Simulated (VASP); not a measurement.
Here is a VASP 6.6.1 calculation.

File INCAR:

```
SYSTEM = RbCl
ALGO = Normal ; EDIFF = 1E-6
ENCUT = 500 ; GGA = PS
GGA_COMPAT = .False. ; ISIF = 2
ISMEAR = 0 ; LASPH = .True.
LCHARG = .True. ; LELF = .True.
LREAL = .False. ; LVHAR = .True.
LWAVE = .False. ; NBANDS = 15
NELM = 120 ; PREC = Accurate
SIGMA = 0.01
```

File KPOINTS:

```
k-points
0
Gamma
  6 6 6
  0 0 0
```

File POSCAR:

```
RbCl
1.0
    0.0000000000      2.9720188135      2.9720188135
    2.9720188135      0.0000000000      2.9720188135
    2.9720188135      2.9720188135      0.0000000000
Rb Cl
1 1
Direct
    0.0000000000      0.0000000000      0.0000000000
    0.5000000000      0.5000000000      0.5000000000
```

Potentials or basis: VASP PAW PBE potentials, release 64 (Rb_sv, Cl).

Launch:

```console
$ cat potpaw_PBE.64/Rb_sv/POTCAR potpaw_PBE.64/Cl/POTCAR > POTCAR
$ mpirun -np 1 vasp_std > vasp.out
```

Task: Predict the band gap on the k mesh.

Result: 5.54 eV, indirect (the least direct gap lies 4.8 meV higher).

Task: Predict the pressure.

Result: 10.1 GPa.

Caveat: the PAW data sets were made with another functional, which shifts forces and pressure a little. A k mesh can miss the band edges.
